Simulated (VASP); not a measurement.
# YVO4 (I4_1/amd) in VASP: single point with LDA

Aim: the single point of YVO4 with LDA.

Everything below comes from runs of VASP 6.6.1. Logs are shortened: lines on timing, memory, paths and dates and some standing lists are left out, and cuts for length are marked.

## Step 1: The cell of the first run

The structure is tetragonal, space group I4_1/amd (No. 141). The conventional cell has a = 6.972 Å, b = 6.972 Å, c = 6.305 Å, α = 90.00°, β = 90.00°, γ = 90.00°. V (site symmetry -4m2) has 4 O at 1.75 Å within 2.3 Å. Within 2.9 Å of Y (site symmetry -4m2) lie 8 O at 2.19 to 2.43 Å. O (site symmetry m) has 1 V at 1.75 Å and 1 Y at 2.19 Å within 2.3 Å.

## Step 2: Single point, LDA, collinear spin, ferromagnetic start

INCAR

```
PREC     = Accurate       # precision mode
ENCUT    = 520            # plane-wave cutoff, eV
EDIFF    = 1E-7           # SCF threshold, eV
ISMEAR   = -1             # smearing method
SIGMA    = 0.0191         # smearing width, eV
LREAL    = False          # projectors in reciprocal space
LASPH    = True           # aspherical terms in the spheres
NELM     = 150            # most SCF steps
ALGO     = Normal         # electronic algorithm
ISIF     = 2              # what is computed and relaxed
LWAVE    = False          # write WAVECAR
LCHARG   = True           # write CHGCAR
ISPIN    = 2              # spin polarisation
MAGMOM   = 2 2 0 0 0 0 0 0 0 0 0 0 # initial moments
LORBIT   = 11             # projections on sites
LMAXMIX  = 4              # l up to which the mixer works
LELF     = True           # ELF
LVHAR    = True         
NBANDS   = 64             # bands
LUSENCCL = False
```

KPOINTS

```
Automatic mesh
0
Gamma
  4 4 4
```

POSCAR

```
YVO4
1.0
   -3.4858628100      3.4858628100      3.1524500700
    3.4858628100     -3.4858628100      3.1524500700
    3.4858628100      3.4858628100     -3.1524500700
V Y O
2 2 8
Direct
    0.6250000000      0.3750000000      0.2500000000
    0.3750000000      0.6250000000      0.7500000000
    0.1250000000      0.8750000000      0.2500000000
    0.8750000000      0.1250000000      0.7500000000
    0.8038000000      0.7467000000      0.4429000000
    0.7467000000      0.8038000000      0.9429000000
    0.8038000000      0.3609000000      0.0571000000
    0.3609000000      0.8038000000      0.5571000000
    0.1962000000      0.6391000000      0.9429000000
    0.2533000000      0.1962000000      0.0571000000
    0.1962000000      0.2533000000      0.5571000000
    0.6391000000      0.1962000000      0.4429000000
```

Potentials or basis: VASP PAW LDA potentials, release 64 (V_sv, Y_sv, O).

Command:

```
$ cat potpaw_LDA.64/V_sv/POTCAR potpaw_LDA.64/Y_sv/POTCAR potpaw_LDA.64/O/POTCAR > POTCAR
$ mpirun -np 1 vasp_std > vasp.out
```

OUTCAR:

```text
PREC = Accurate
   ENCUT = 520
   EDIFF = 1E-7
   ISMEAR = -1
   LREAL = False
   LASPH = True
   NELM = 150
   ISIF = 2
   ISPIN = 2
   LORBIT = 11

 ion  position               nearest neighbor table
   1  0.625  0.375  0.250-   5 1.75  10 1.75   7 1.75  12 1.75   3 3.15   3 3.15
   2  0.375  0.625  0.750-   6 1.75  11 1.75   9 1.75   8 1.75   4 3.15   4 3.15
   3  0.125  0.875  0.250-   8 2.19   9 2.19   6 2.19  11 2.19  12 2.43   7 2.43   5 2.43  10 2.43
                             1 3.15   1 3.15   4 3.83   4 3.83   4 3.83   4 3.83
   4  0.875  0.125  0.750-   7 2.19  12 2.19  10 2.19   5 2.19   9 2.43   8 2.43   6 2.43  11 2.43
                             2 3.15   2 3.15   3 3.83   3 3.83   3 3.83   3 3.83
   5  0.804  0.747  0.443-   1 1.75   4 2.19   3 2.43
   6  0.747  0.804  0.943-   2 1.75   3 2.19   4 2.43
   7  0.804  0.361  0.057-   1 1.75   4 2.19   3 2.43
   8  0.361  0.804  0.557-   2 1.75   3 2.19   4 2.43
   9  0.196  0.639  0.943-   2 1.75   3 2.19   4 2.43
  10  0.253  0.196  0.057-   1 1.75   4 2.19   3 2.43
  11  0.196  0.253  0.557-   2 1.75   3 2.19   4 2.43
  12  0.639  0.196  0.443-   1 1.75   4 2.19   3 2.43

  LATTYP: Found a body centered tetragonal cell.
 ALAT       =     6.9717256200
 C/A-ratio  =     0.9043528796

  Lattice vectors:

 A1 = (  -3.4858628100,   3.4858628100,   3.1524500700)
 A2 = (   3.4858628100,  -3.4858628100,   3.1524500700)
 A3 = (   3.4858628100,   3.4858628100,  -3.1524500700)

Analysis of symmetry for initial positions (statically):
=====================================================================
 Subroutine PRICEL returns:
 Original cell was already a primitive cell.

 Routine SETGRP: Setting up the symmetry group for a
 body centered tetragonal supercell.

 Subroutine GETGRP returns: Found 16 space group operations
 (whereof  4 operations were pure point group operations)
 out of a pool of 16 trial point group operations.

The static configuration has the point symmetry C_2h.
 The point group associated with its full space group is D_4h.

Analysis of symmetry for dynamics (positions and initial velocities):
=====================================================================
 Subroutine PRICEL returns:
 Original cell was already a primitive cell.

 Routine SETGRP: Setting up the symmetry group for a
 body centered tetragonal supercell.

 Subroutine GETGRP returns: Found 16 space group operations
 (whereof  4 operations were pure point group operations)
 out of a pool of 16 trial point group operations.

The dynamic configuration has the point symmetry C_2h.
 The point group associated with its full space group is D_4h.

Analysis of structural, dynamic, and magnetic symmetry:
=====================================================================
 Subroutine PRICEL returns:
 Original cell was already a primitive cell.

 Routine SETGRP: Setting up the symmetry group for a
 body centered tetragonal supercell.

 Subroutine GETGRP returns: Found 16 space group operations
 (whereof  4 operations were pure point group operations)
 out of a pool of 16 trial point group operations.

The overall configuration has the point symmetry C_2h.
 The point group associated with its full space group is D_4h.

 Subroutine INISYM returns: Found 16 space group operations
 (whereof  4 operations are pure point group operations),
 and found     1 'primitive' translations

----------------------------------------------------------------------------------------

                                     Primitive cell

  volume of cell :     153.2247

  direct lattice vectors                    reciprocal lattice vectors
    -3.485862810  3.485862810  3.152450070     0.000000000  0.143436511  0.158606794
     3.485862810 -3.485862810  3.152450070     0.143436511  0.000000000  0.158606794
     3.485862810  3.485862810 -3.152450070     0.143436511  0.143436511  0.000000000

[... 90 lines left out ...]
   NELM   =    150;   NELMIN=  2; NELMDL= -5     # of ELM steps
   EDIFF  = 0.1E-06   stopping-criterion for ELM
   LREAL  =      F    real-space projection
   EDIFFG = 0.1E-05   stopping-criterion for IOM
   NSW    =      0    number of steps for IOM
   IBRION =     -1    ionic relax: 0-MD 1-quasi-New 2-CG
   NFREE  =      0    steps in history (QN), initial steepest desc. (CG)
   ISIF   =      2    stress and relaxation
   ISYM   =      2    0-nonsym 1-usesym 2-fastsym
   POTIM  = 0.5000    time-step for ionic-motion
   TEBEG  =    0.0;   TEEND  =   0.0 temperature during run
   PSTRESS=    0.0 pullay stress
   NELECT =      96.0000    total number of electrons
   NUPDOWN=      -1.0000    fix difference up-down
   EMIN   =  10.00;   EMAX   =-10.00  energy-range for DOS
   EFERMI =   0.00;   METHOD = LEGACY
   ISMEAR =    -1;   SIGMA  =   0.02  broadening in eV -4-tet -1-fermi 0-gaus
   EFERMI_NEDOS =   21; number of points for ismear=-14 and -15
   IALGO  =     38    algorithm
   IMIX   =      4    mixing-type and parameters
     AMIX     =   0.40;   BMIX     =  1.00
     AMIX_MAG =   1.60;   BMIX_MAG =  1.00
  volume/ion in A,a.u.               =      12.77        86.17
  Fermi-wavevector in a.u.,A,eV,Ry     =   1.400841  2.647206 26.699484  1.962357
  Thomas-Fermi vector in A             =   2.523762
   LORBIT       =     11    0 simple, 1 ext, 2 COOP (PROOUT), +10 PAW based schemes
   GGA     = CA    functional components
   LHFCALC =     F    Hartree Fock is set to
   AEXX    =    0.0000 exact exchange contribution
   IVDW    =     0    specifies the selected vdW correction
   LEPSILON=     F    determine dielectric tensor
   LRPA    =     F    only Hartree local field effects (RPA)
 spin polarized calculation
  energy-cutoff  :      520.00
  volume of cell :      153.22
 maximum number of plane-waves:      4156
 NGX is ok and might be reduce to    48
   NGX = 21   NGY = 21   NGZ = 21

 number of electron      96.0000003 magnetization       0.0001403

 number of electron      96.0000003 magnetization      -0.0000005

 Free energy of the ion-electron system (eV)
  ---------------------------------------------------
  ext. energy  EPLUGINS =         0.00000000
  ---------------------------------------------------
  free energy    TOTEN  =      -115.88504364 eV

  energy without entropy =     -115.88504364  energy(sigma->0) =     -115.88504364

 E-fermi :   1.7975     XC(G=0): -11.0255

 val. band max:        1.3999134568   @ k =   0.0000   0.0000   0.0000
 cond. band min:       3.8514085851   @ k =   0.0000   0.0000   0.0000
 fundamental gap:      2.4514951283
 Fermi energy:         1.7974697439

 spin component 1

 k-point     1 :       0.0000    0.0000    0.0000
  band No.  band energies     occupation
      1     -61.7230      1.00000
      2     -61.7222      1.00000
      3     -37.4803      1.00000
      4     -37.4441      1.00000
      5     -36.1677      1.00000
      6     -36.1675      1.00000
[... 808 lines left out ...]
     59       8.9726      0.00000
     60       8.9726      0.00000
 Fermi energy:         1.7974697439

 spin component 2

 k-point     1 :       0.0000    0.0000    0.0000
  band No.  band energies     occupation
      1     -61.7230      1.00000
      2     -61.7222      1.00000
      3     -37.4803      1.00000
      4     -37.4441      1.00000
      5     -36.1677      1.00000
      6     -36.1675      1.00000
[... 808 lines left out ...]
     59       8.9726      0.00000
     60       8.9726      0.00000
 [bands above 60 left out]

------------------------ aborting loop because EDIFF is reached ----------------------------------------

  FORCE on cell =-STRESS in cart. coord.  units (eV):
  Direction    XX          YY          ZZ          XY          YZ          ZX
  --------------------------------------------------------------------------------------
  -------------------------------------------------------------------------------------
  Total       -2.5203636     -2.5203636     -9.7985518      0.0000000     -0.0000000      0.0000000
  in kB      -26.3539054    -26.3539054   -102.4574836      0.0000000     -0.0000000      0.0000000
  external PRESSURE =     -51.7217648 kB  Pullay stress =       0.0000000 kB

 VOLUME and BASIS-vectors are now :
 -----------------------------------------------------------------------------
  energy-cutoff  :      520.00
  volume of cell :      153.22
      direct lattice vectors                 reciprocal lattice vectors
    -3.485862810  3.485862810  3.152450070     0.000000000  0.143436511  0.158606794
     3.485862810 -3.485862810  3.152450070     0.143436511  0.000000000  0.158606794
     3.485862810  3.485862810 -3.152450070     0.143436511  0.143436511  0.000000000

 POSITION                                       TOTAL-FORCE (eV/Angst)
 -----------------------------------------------------------------------------------
      0.00000      1.74293      2.36434         0.000000     -0.000000      0.000000
      3.48586      1.74293      0.78811        -0.000000      0.000000      0.000000
      3.48586     -1.74293      2.36434         0.000000      0.000000      0.000000
      0.00000      5.22879      0.78811         0.000000      0.000000      0.000000
      1.34485      1.74293      3.49165        -2.048269     -0.000000     -1.387063
      3.48586      3.08778      1.91543        -0.000000     -2.048269     -1.387063
     -1.34485      1.74293      3.49165         2.048269      0.000000     -1.387063
      3.48586      0.39809      1.91543         0.000000      2.048269     -1.387063
      4.83071      1.74293     -0.33920        -2.048269     -0.000000      1.387063
     -0.00000      0.39809      1.23702         0.000000      2.048269      1.387063
      2.14102      1.74293     -0.33920         2.048269      0.000000      1.387063
      0.00000      3.08778      1.23702        -0.000000     -2.048269      1.387063
 -----------------------------------------------------------------------------------
    total drift:                               -0.000000     -0.000000      0.000000

  FREE ENERGIE OF THE ION-ELECTRON SYSTEM (eV)
  ---------------------------------------------------
  free  energy   TOTEN  =      -115.8850436435 eV

  energy  without entropy=     -115.8850436435  energy(sigma->0) =     -115.88504364

 total charge

# of ion       s       p       d       f       tot
--------------------------------------------------
    1        2.384   6.399   3.181   0.000  11.964
    2        2.384   6.399   3.181   0.000  11.964
    3        2.178   6.553   1.071   0.181   9.983
    4        2.178   6.553   1.071   0.181   9.983
    5        1.568   3.439   0.000   0.000   5.006
    6        1.568   3.439   0.000   0.000   5.006
    7        1.568   3.439   0.000   0.000   5.006
    8        1.568   3.439   0.000   0.000   5.006
    9        1.568   3.439   0.000   0.000   5.006
   10        1.568   3.439   0.000   0.000   5.006
   11        1.568   3.439   0.000   0.000   5.006
   12        1.568   3.439   0.000   0.000   5.006
--------------------------------------------------
tot         21.664  53.416   8.503   0.362  83.945

 magnetization (x)

# of ion       s       p       d       f       tot
--------------------------------------------------
    1       -0.000   0.000  -0.000   0.000  -0.000
    2       -0.000   0.000  -0.000   0.000  -0.000
    3        0.000   0.000   0.000   0.000   0.000
    4        0.000   0.000   0.000   0.000   0.000
    5        0.000   0.000   0.000   0.000   0.000
    6        0.000   0.000   0.000   0.000   0.000
    7        0.000   0.000   0.000   0.000   0.000
    8        0.000   0.000   0.000   0.000   0.000
    9        0.000   0.000   0.000   0.000   0.000
   10        0.000   0.000   0.000   0.000   0.000
   11        0.000   0.000   0.000   0.000   0.000
   12        0.000   0.000   0.000   0.000   0.000
--------------------------------------------------
tot          0.000   0.000  -0.000   0.000   0.000
```

Run time: 70 s. Hardware: 1 × NVIDIA H100 80GB with 1 thread of AMD EPYC 7R13 (Zen 3), shared host; peak memory 1.4 GiB.

Results:

* Free energy: -115.8850 eV
* Pressure: -5.2 GPa
* Largest force: 2.474 eV/Å
* Band gap on the k mesh: 2.45 eV
* Net moment: 0.00 μB per cell
* Valence electrons inside the program's atomic spheres: V 11.96; Y 9.98; O 5.01

Forces on the atoms (eV/Å):
```
V    0.000  0.000  0.000
V    0.000  0.000  0.000
Y    0.000  0.000  0.000
Y    0.000  0.000  0.000
O   -2.048  0.000 -1.387
O    0.000 -2.048 -1.387
O    2.048  0.000 -1.387
O    0.000  2.048 -1.387
O   -2.048  0.000  1.387
O    0.000  2.048  1.387
O    2.048  0.000  1.387
O    0.000 -2.048  1.387
```

Stress tensor (GPa, compression positive):
```
 -2.64   0.00   0.00
  0.00  -2.64   0.00
  0.00   0.00 -10.25
```

Caveat: the cell stands under tension; forces of over 1 eV/Å act on the atoms, so gaps and moduli don't describe the material at rest.
